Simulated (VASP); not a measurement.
# P in VASP: a series of runs

P is run at these levels: r2SCAN; tasks: single point.

Everything below comes from runs of VASP 6.6.1. Logs are shortened: lines on timing, memory, paths and dates and some standing lists are left out, and cuts for length are marked.

### 1 The cell of the first run

The cell holds a slab with vacuum, 2 atoms: a = 3.028 Å, b = 3.028 Å, c = 28.000 Å, α = 90.00°, β = 90.00°, γ = 120.00°.

### 2 Single point, r2SCAN

POSCAR reads:

```
P
1.0
    3.0280000000      0.0000000000      0.0000000000
   -1.5140000000      2.6223249227      0.0000000000
    0.0000000000      0.0000000000     28.0000000000
P
2
Direct
    0.3333333333      0.6666666667      0.5093571429
    0.6666666667      0.3333333333      0.4906428571
```

INCAR.step1 reads:

```
PREC     = Accurate       # precision mode
ENCUT    = 520            # plane-wave cutoff, eV
ISMEAR   = 0              # smearing method
SIGMA    = 0.02           # smearing width, eV
LREAL    = False          # projectors in reciprocal space
LASPH    = True           # aspherical terms in the spheres
NELM     = 100            # most SCF steps
LDIPOL   = True         
IDIPOL   = 3            
DIPOL    = 0.5 0.5 0.500
NBANDS   = 12             # bands
GGA      = PE             # functional
ALGO     = Normal         # electronic algorithm
EDIFF    = 1E-4           # SCF threshold, eV
LWAVE    = True           # write WAVECAR
LCHARG   = False          # write CHGCAR
```

INCAR.step2 reads:

```
PREC     = Accurate       # precision mode
ENCUT    = 520            # plane-wave cutoff, eV
EDIFF    = 1E-6           # SCF threshold, eV
ISMEAR   = 0              # smearing method
SIGMA    = 0.02           # smearing width, eV
LREAL    = False          # projectors in reciprocal space
LASPH    = True           # aspherical terms in the spheres
NELM     = 100            # most SCF steps
ALGO     = Normal         # electronic algorithm
ISIF     = 2              # what is computed and relaxed
LWAVE    = False          # write WAVECAR
LCHARG   = False          # write CHGCAR
LDIPOL   = True         
IDIPOL   = 3            
DIPOL    = 0.5 0.5 0.500
METAGGA  = R2SCAN         # meta-GGA
LMIXTAU  = True         
NBANDS   = 12             # bands
ISTART   = 1
```

KPOINTS reads:

```
Automatic mesh
0
Gamma
  9 9 1
```

Potentials or basis: VASP PAW PBE potentials, release 64 (P).

Started as:

```bash
cat potpaw_PBE.64/P/POTCAR > POTCAR
cp INCAR.step1 INCAR
mpirun -np 1 vasp_std > vasp.out
cp INCAR.step2 INCAR
mpirun -np 1 vasp_std > vasp.out
```

OUTCAR:

```text
PREC = Accurate
   ENCUT = 520
   EDIFF = 1E-6
   ISMEAR = 0
   LREAL = False
   LASPH = True
   NELM = 100
   ISIF = 2
   METAGGA = R2SCAN
   ISTART = 1

 ion  position               nearest neighbor table
   1  0.333  0.667  0.509-   2 1.83   2 1.83   2 1.83
   2  0.667  0.333  0.491-   1 1.83   1 1.83   1 1.83

  LATTYP: Found a hexagonal cell.
 ALAT       =     3.0280000000
 C/A-ratio  =     9.2470277411

  Lattice vectors:

 A1 = (   3.0280000000,   0.0000000000,   0.0000000000)
 A2 = (  -1.5140000000,   2.6223249227,   0.0000000000)
 A3 = (   0.0000000000,   0.0000000000,  28.0000000000)

Analysis of symmetry for initial positions (statically):
=====================================================================
 Subroutine PRICEL returns:
 Original cell was already a primitive cell.

 Routine SETGRP: Setting up the symmetry group for a
 hexagonal supercell.

 Subroutine GETGRP returns: Found 12 space group operations
 (whereof 12 operations were pure point group operations)
 out of a pool of 24 trial point group operations.

The static configuration has the point symmetry D_3d.

Analysis of symmetry for dynamics (positions and initial velocities):
=====================================================================
 Subroutine PRICEL returns:
 Original cell was already a primitive cell.

 Routine SETGRP: Setting up the symmetry group for a
 hexagonal supercell.

 Subroutine GETGRP returns: Found 12 space group operations
 (whereof 12 operations were pure point group operations)
 out of a pool of 24 trial point group operations.

The dynamic configuration has the point symmetry D_3d.

 Subroutine INISYM returns: Found 12 space group operations
 (whereof 12 operations are pure point group operations),
 and found     1 'primitive' translations

----------------------------------------------------------------------------------------

                                     Primitive cell

  volume of cell :     222.3312

  direct lattice vectors                    reciprocal lattice vectors
     3.028000000  0.000000000  0.000000000     0.330250991  0.190670498  0.000000000
    -1.514000000  2.622324923  0.000000000     0.000000000  0.381340997  0.000000000
     0.000000000  0.000000000 28.000000000     0.000000000  0.000000000  0.035714286

  length of vectors
     3.028000000  3.028000000 28.000000000     0.381340997  0.381340997  0.035714286

  position of ions in fractional coordinates (direct lattice)
     0.333333333  0.666666667  0.509357143
     0.666666667  0.333333333  0.490642857

  ion indices of the primitive-cell ions
   primitive index   ion index
                 1           1
[... 80 lines left out ...]
     AMIX_MAG =   1.60;   BMIX_MAG =  1.00
  volume/ion in A,a.u.               =     111.17       750.18
  Fermi-wavevector in a.u.,A,eV,Ry     =   0.582203  1.100205  4.611841  0.338961
  Thomas-Fermi vector in A             =   1.627014
   LORBIT       =      0    0 simple, 1 ext, 2 COOP (PROOUT), +10 PAW based schemes
   METAGGA = R2SCAN    functional components
   LHFCALC =     F    Hartree Fock is set to
   AEXX    =    0.0000 exact exchange contribution
   IVDW    =     0    specifies the selected vdW correction
   LEPSILON=     F    determine dielectric tensor
   LRPA    =     F    only Hartree local field effects (RPA)
 non-spin polarized calculation
 Gauss-broadening in eV      SIGMA  =   0.02
  energy-cutoff  :      520.00
  volume of cell :      222.33
 maximum number of plane-waves:      6035
 NGX is ok and might be reduce to    24
   NGX = 11   NGY = 11   NGZ =105

 dipolmoment           0.000000      0.000000      0.000000 electrons x Angstroem

 number of electron      10.0000000 magnetization

 dipolmoment           0.000000      0.000000     -0.000000 electrons x Angstroem

 Free energy of the ion-electron system (eV)
  ---------------------------------------------------
  ext. energy  EPLUGINS =         0.00000000
  ---------------------------------------------------
  free energy    TOTEN  =       -12.52977865 eV

  energy without entropy =      -12.52945368  energy(sigma->0) =      -12.52961616

 E-fermi :  -2.2310     XC(G=0):  -1.8799

 val. band max:       -2.2574546414   @ k =   0.4444   0.1111   0.0000
 cond. band min:      -2.2007625438   @ k =   0.2222   0.1111   0.0000
 fundamental gap:      0.0566920975
 Fermi energy:        -2.2310341406

 k-point     1 :       0.0000    0.0000    0.0000
  band No.  band energies     occupation
      1     -22.9008      2.00000
      2     -11.1789      2.00000
      3      -7.5120      2.00000
      4      -7.5120      2.00000
      5      -2.4305      2.00000
      6      -1.4103      0.00000
      7      -1.4103      0.00000
      8       0.9615      0.00000
      9       1.7803      0.00000
     10       1.8594      0.00000
     11       2.1421      0.00000
     12       2.2825      0.00000
[... 151 lines left out ...]
 k-point    12 :       0.3333    0.3333    0.0000
  band No.  band energies     occupation
      1     -17.1398      2.00000
      2     -17.1398      2.00000
      3     -13.6272      2.00000
      4      -5.7099      2.00000
      5      -5.7099      2.00000
      6      -0.5242      0.00000
      7       2.4004      0.00000
      8       4.2529      0.00000
      9       4.2529      0.00000
     10       6.6129      0.00000
     11       6.6129      0.00000
     12       7.2716      0.00000

------------------------ aborting loop because EDIFF is reached ----------------------------------------

 vacuum level on the upper side and lower side of the slab       (xc-potential included)         0.001         0.001

  FORCE on cell =-STRESS in cart. coord.  units (eV):
  Direction    XX          YY          ZZ          XY          YZ          ZX
  --------------------------------------------------------------------------------------
  -------------------------------------------------------------------------------------
  Total       24.7594756     24.7594756      4.2266401      0.0000000      0.0000000     -0.0000000
  in kB      178.4233214    178.4233214     30.4582852      0.0000000      0.0000000     -0.0000000
  external PRESSURE =     129.1016426 kB  Pullay stress =       0.0000000 kB

 VOLUME and BASIS-vectors are now :
 -----------------------------------------------------------------------------
  energy-cutoff  :      520.00
  volume of cell :      222.33
      direct lattice vectors                 reciprocal lattice vectors
     3.028000000  0.000000000  0.000000000     0.330250991  0.190670498  0.000000000
    -1.514000000  2.622324923  0.000000000     0.000000000  0.381340997  0.000000000
     0.000000000  0.000000000 28.000000000     0.000000000  0.000000000  0.035714286

 POSITION                                       TOTAL-FORCE (eV/Angst)
 -----------------------------------------------------------------------------------
     -0.00000      1.74822     14.26200        -0.000000      0.000000      8.173003
      1.51400      0.87411     13.73800         0.000000     -0.000000     -8.173003
 -----------------------------------------------------------------------------------
    total drift:                                0.000000     -0.000000     -0.000000

  FREE ENERGIE OF THE ION-ELECTRON SYSTEM (eV)
  ---------------------------------------------------
  free  energy   TOTEN  =       -12.5297786498 eV

  energy  without entropy=      -12.5294536752  energy(sigma->0) =      -12.52961616

 vacuum level on the upper side and lower side of the slab         1.839         1.839
```

OUTCAR.step1:

```text
PREC = Accurate
   ENCUT = 520
   ISMEAR = 0
   LREAL = False
   LASPH = True
   NELM = 100
   GGA = PE
   EDIFF = 1E-4

 ion  position               nearest neighbor table
[... 388 lines left out ...]
      1.51400      0.87411     13.73800         0.000000      0.000000     -8.300598
 -----------------------------------------------------------------------------------
    total drift:                                0.000000     -0.000000     -0.000000

  FREE ENERGIE OF THE ION-ELECTRON SYSTEM (eV)
  ---------------------------------------------------
  free  energy   TOTEN  =        -5.2797074381 eV

  energy  without entropy=       -5.2797001671  energy(sigma->0) =       -5.27970380

 vacuum level on the upper side and lower side of the slab         1.813         1.813
```

It took 60 s on 1 thread of Intel Xeon 6975P-C (Granite Rapids), shared host; peak memory 0.36 GiB.

What came out:

- Free energy: -12.5298 eV
- Largest force: 8.173 eV/Å
- Band gap on the k mesh: zero (bands 5 and 6 overlap by 1.59 eV)

Forces in eV/Å, atoms in the order of the input:
```
P    0.000  0.000  8.173
P    0.000  0.000 -8.173
```

Caveat: the PAW data sets were made with another functional, which shifts forces and pressure a little.

### 3 Single point, r2SCAN

POSCAR reads:

```
P
1.0
    3.0280000000      0.0000000000      0.0000000000
   -1.5140000000      2.6223249227      0.0000000000
    0.0000000000      0.0000000000     28.0000000000
P
2
Direct
    0.3333333333      0.6666666667      0.5280892857
    0.6666666667      0.3333333333      0.4719107143
```

INCAR.step1 reads:

```
SYSTEM = P
PREC = Accurate ; ENCUT = 520
ISMEAR = 0 ; SIGMA = 0.02
LREAL = .False. ; LASPH = .True.
NELM = 60 ; LDIPOL = .True.
IDIPOL = 3 ; DIPOL = 0.5 0.5 0.500
NBANDS = 12 ; GGA = PE
ALGO = Normal ; EDIFF = 1E-4
LWAVE = .True. ; LCHARG = .False.
```

INCAR.step2 reads:

```
SYSTEM = P
PREC = Accurate ; ENCUT = 520
EDIFF = 1E-7 ; ISMEAR = 0
SIGMA = 0.02 ; LREAL = .False.
LASPH = .True. ; NELM = 60
ALGO = Normal ; ISIF = 2
LWAVE = .False. ; LCHARG = .True.
LDIPOL = .True. ; IDIPOL = 3
DIPOL = 0.5 0.5 0.500 ; METAGGA = R2SCAN
LMIXTAU = .True. ; LELF = .True.
LVHAR = .True. ; LVACPOTAV = .True.
NBANDS = 12 ; ISTART = 1
```

KPOINTS reads:

```
regular mesh
0
Gamma
  9 9 1
  0 0 0
```

Potentials or basis: VASP PAW PBE potentials, release 64 (P).

Started as:

```bash
cat potpaw_PBE.64/P/POTCAR > POTCAR
cp INCAR.step1 INCAR
mpirun -np 1 vasp_std > vasp.out
cp INCAR.step2 INCAR
mpirun -np 1 vasp_std > vasp.out
```

It took 1.9 min on 1 thread of Intel Xeon 6975P-C (Granite Rapids), shared host; peak memory 0.37 GiB.

The run converged. Its results:

```yaml
Free_energy: -16.7953 eV
Largest_force: 3.501 eV/Å
Band_gap_on_the_k_mesh: zero (bands 5 and 6 overlap by 1.77 eV)
Work_function_of_the_upper_face: 4.14 eV
Work_function_of_the_lower_face: 4.14 eV
```

Forces in eV/Å, atoms in the order of the input:
```
P    0.000  0.000 -3.501
P    0.000  0.000  3.501
```

Levels at points of the mesh, in eV from the Fermi level:
| k point | band 3 | band 4 | band 5 | band 6 | band 7 | band 8 |
| --- | --- | --- | --- | --- | --- | --- |
| (0.00, 0.00, 0.00) | -3.93 | 0.99 | 0.99 | 3.00 | 4.10 | 4.18 |

Caveat: the PAW data sets were made with another functional, which shifts forces and pressure a little.

### 4 Single point, r2SCAN

POSCAR reads:

```
P
1.0
    3.0280000000      0.0000000000      0.0000000000
   -1.5140000000      2.6223249227      0.0000000000
    0.0000000000      0.0000000000     28.0000000000
P
2
Direct
    0.3333333333      0.6666666667      0.5046785714
    0.6666666667      0.3333333333      0.4953214286
```

INCAR.step1 reads:

```
SYSTEM = P
PREC = Accurate ; ENCUT = 520
ISMEAR = 0 ; SIGMA = 0.02
LREAL = .FALSE. ; LASPH = .TRUE.
NELM = 60 ; LDIPOL = .TRUE.
IDIPOL = 3 ; DIPOL = 0.5 0.5 0.500
NBANDS = 12 ; GGA = PE
ALGO = Normal ; EDIFF = 1E-4
LWAVE = .TRUE. ; LCHARG = .FALSE.
```

INCAR.step2 reads:

```
SYSTEM = P
PREC = Accurate ; ENCUT = 520
EDIFF = 1E-7 ; ISMEAR = 0
SIGMA = 0.02 ; LREAL = .FALSE.
LASPH = .TRUE. ; NELM = 60
ALGO = Normal ; ISIF = 2
LWAVE = .FALSE. ; LCHARG = .FALSE.
LDIPOL = .TRUE. ; IDIPOL = 3
DIPOL = 0.5 0.5 0.500 ; METAGGA = R2SCAN
LMIXTAU = .TRUE. ; NBANDS = 12
ISTART = 1
```

KPOINTS reads:

```
Automatic mesh
0
G
  9 9 1
  0 0 0
```

Potentials or basis: VASP PAW PBE potentials, release 64 (P).

Started as:

```bash
cat potpaw_PBE.64/P/POTCAR > POTCAR
cp INCAR.step1 INCAR
mpirun -np 1 vasp_std > vasp.out
cp INCAR.step2 INCAR
mpirun -np 1 vasp_std > vasp.out
```

OUTCAR:

```text
SYSTEM = P
   PREC = Accurate
   ENCUT = 520
   EDIFF = 1E-7
   ISMEAR = 0
   LREAL = .FALSE.
   LASPH = .TRUE.
   NELM = 60
   ISIF = 2
   METAGGA = R2SCAN
   ISTART = 1

 ion  position               nearest neighbor table
   1  0.333  0.667  0.505-   2 1.77   2 1.77   2 1.77
   2  0.667  0.333  0.495-   1 1.77   1 1.77   1 1.77

  LATTYP: Found a hexagonal cell.
 ALAT       =     3.0280000000
 C/A-ratio  =     9.2470277411

  Lattice vectors:

[... 359 lines left out ...]
 vacuum level on the upper side and lower side of the slab       (xc-potential included)        -0.014        -0.014

  FORCE on cell =-STRESS in cart. coord.  units (eV):
  Direction    XX          YY          ZZ          XY          YZ          ZX
  --------------------------------------------------------------------------------------
  -------------------------------------------------------------------------------------
  Total       33.5230773     33.5230773      1.2229414      0.0000000      0.0000000      0.0000000
  in kB      241.5761503    241.5761503      8.8128386      0.0000000      0.0000000      0.0000000
  external PRESSURE =     163.9883797 kB  Pullay stress =       0.0000000 kB

 VOLUME and BASIS-vectors are now :
 -----------------------------------------------------------------------------
  energy-cutoff  :      520.00
  volume of cell :      222.33
      direct lattice vectors                 reciprocal lattice vectors
     3.028000000  0.000000000  0.000000000     0.330250991  0.190670498  0.000000000
    -1.514000000  2.622324923  0.000000000     0.000000000  0.381340997  0.000000000
     0.000000000  0.000000000 28.000000000     0.000000000  0.000000000  0.035714286

 POSITION                                       TOTAL-FORCE (eV/Angst)
 -----------------------------------------------------------------------------------
     -0.00000      1.74822     14.13100         0.000000      0.000000      4.725509
      1.51400      0.87411     13.86900        -0.000000     -0.000000     -4.725509
 -----------------------------------------------------------------------------------
    total drift:                               -0.000000      0.000000      0.000000

  FREE ENERGIE OF THE ION-ELECTRON SYSTEM (eV)
  ---------------------------------------------------
  free  energy   TOTEN  =       -10.8196899243 eV

  energy  without entropy=      -10.8183349367  energy(sigma->0) =      -10.81901243

 vacuum level on the upper side and lower side of the slab         1.680         1.680
```

OSZICAR.step1:

```text
N       E                     dE             d eps       ncg     rms          rms(c)
DAV:   1     0.901959797310E+02    0.90196E+02   -0.31741E+03   288   0.553E+02
DAV:   2     0.332847012297E+01   -0.86868E+02   -0.75704E+02   464   0.111E+02
DAV:   3    -0.461718127374E+01   -0.79457E+01   -0.77143E+01   412   0.449E+01
DAV:   4    -0.478204147390E+01   -0.16486E+00   -0.16209E+00   380   0.691E+00
DAV:   5    -0.478624193104E+01   -0.42005E-02   -0.41979E-02   444   0.106E+00    0.170E+01
DAV:   6    -0.387592777667E+01    0.91031E+00   -0.81758E-01   352   0.446E+00    0.105E+01
DAV:   7    -0.357227638630E+01    0.30365E+00   -0.14286E+00   372   0.573E+00    0.131E+00
DAV:   8    -0.355425883535E+01    0.18018E-01   -0.10742E-01   376   0.174E+00    0.537E-01
DAV:   9    -0.355232365296E+01    0.19352E-02   -0.73257E-03   368   0.464E-01    0.318E-01
DAV:  10    -0.355114040054E+01    0.11833E-02   -0.68855E-04   348   0.141E-01    0.120E-01
DAV:  11    -0.354947110649E+01    0.16693E-02   -0.16537E-03   360   0.155E-01    0.596E-02
DAV:  12    -0.355035148893E+01   -0.88038E-03   -0.62340E-04   336   0.101E-01    0.916E-02
DAV:  13    -0.354999395853E+01    0.35753E-03   -0.34124E-04   348   0.692E-02    0.299E-02
DAV:  14    -0.355071234543E+01   -0.71839E-03   -0.47448E-05   340   0.273E-02    0.100E-02
DAV:  15    -0.355099304967E+01   -0.28070E-03   -0.22587E-05   344   0.175E-02    0.155E-02
DAV:  16    -0.355120997056E+01   -0.21692E-03   -0.29736E-05   356   0.176E-02    0.465E-03
DAV:  17    -0.355124034541E+01   -0.30375E-04   -0.12705E-06   404   0.417E-03
   1 F= -.35512403E+01 E0= -.35509786E+01  d E =-.523471E-03
```

Wall time 1.7 min (1 thread of Intel Xeon 6975P-C (Granite Rapids), shared host); peak memory 0.36 GiB.

Results:

```yaml
Free_energy: -10.8197 eV
Largest_force: 4.726 eV/Å
Band_gap_on_the_k_mesh: zero (bands 5 and 6 overlap by 2.07 eV)
```

Forces in eV/Å, atoms in the order of the input:
```
P    0.000  0.000  4.726
P    0.000  0.000 -4.726
```

Caveat: the PAW data sets were made with another functional, which shifts forces and pressure a little.

### 5 Single point, r2SCAN

POSCAR reads:

```
P
1.0
    3.0280000000      0.0000000000      0.0000000000
   -1.5140000000      2.6223249227      0.0000000000
    0.0000000000      0.0000000000     28.0000000000
P
2
Direct
    0.3333333333      0.6666666667      0.5140357143
    0.6666666667      0.3333333333      0.4859642857
```

INCAR.step1 reads:

```
ALGO = Normal ; DIPOL = 0.5 0.5 0.500
EDIFF = 1E-4 ; ENCUT = 520
GGA = PE ; IDIPOL = 3
ISMEAR = 0 ; LASPH = T
LCHARG = F ; LDIPOL = T
LREAL = F ; LWAVE = T
NBANDS = 12 ; NELM = 100
PREC = Accurate ; SIGMA = 0.02
```

INCAR.step2 reads:

```
ALGO = Normal ; DIPOL = 0.5 0.5 0.500
EDIFF = 1E-7 ; ENCUT = 520
IDIPOL = 3 ; ISIF = 2
ISMEAR = 0 ; ISTART = 1
LASPH = T ; LCHARG = F
LDIPOL = T ; LMIXTAU = T
LREAL = F ; LWAVE = F
METAGGA = R2SCAN ; NBANDS = 12
NELM = 100 ; PREC = Accurate
SIGMA = 0.02
```

KPOINTS reads:

```
k-points
0
Gamma
  9 9 1
```

Started as:

```bash
cat potpaw_PBE.64/P/POTCAR > POTCAR
cp INCAR.step1 INCAR
mpirun -np 1 vasp_std > vasp.out
cp INCAR.step2 INCAR
mpirun -np 1 vasp_std > vasp.out
```

Run time: 1.8 min. Hardware: 1 thread of Intel Xeon 6975P-C (Granite Rapids), shared host; peak memory 0.37 GiB.

Results (log left out):

- Free energy: -14.9236 eV
- Largest force: 9.247 eV/Å
- Band gap on the k mesh: zero (bands 5 and 6 overlap by 0.35 eV)

Forces on the atoms (eV/Å):
```
P    0.000  0.000  9.247
P    0.000  0.000 -9.247
```

Levels at points of the mesh, in eV from the Fermi level:
```tsv
k point	band 2	band 3	band 4	band 5	band 6	band 7	band 8	band 9
(0.00, 0.00, 0.00)	-8.23	-3.63	-3.63	-0.46	2.07	2.07	3.84	5.34
```

Caveat: the PAW data sets were made with another functional, which shifts forces and pressure a little.

### 6 Overview

| cell | gap on the mesh (eV) | largest force (eV/Å) |
| --- | --- | --- |
| as given, atomic positions A | none | 8.17 |
| as given, atomic positions B | none | 3.50 |
| as given, atomic positions C | none | 4.73 |
| as given, atomic positions D | none | 9.25 |

Alike in all rows: task single point; level r2SCAN; potentials or basis VASP PAW PBE potentials, release 64 (P); no spin polarisation; k mesh 9 × 9 × 1; cutoff (eV) 520; smearing gaussian 0.02 eV.

Caveats: the PAW data sets were made with another functional, which shifts forces and pressure a little.

Absolute energies hang on the potentials; compare differences alone.
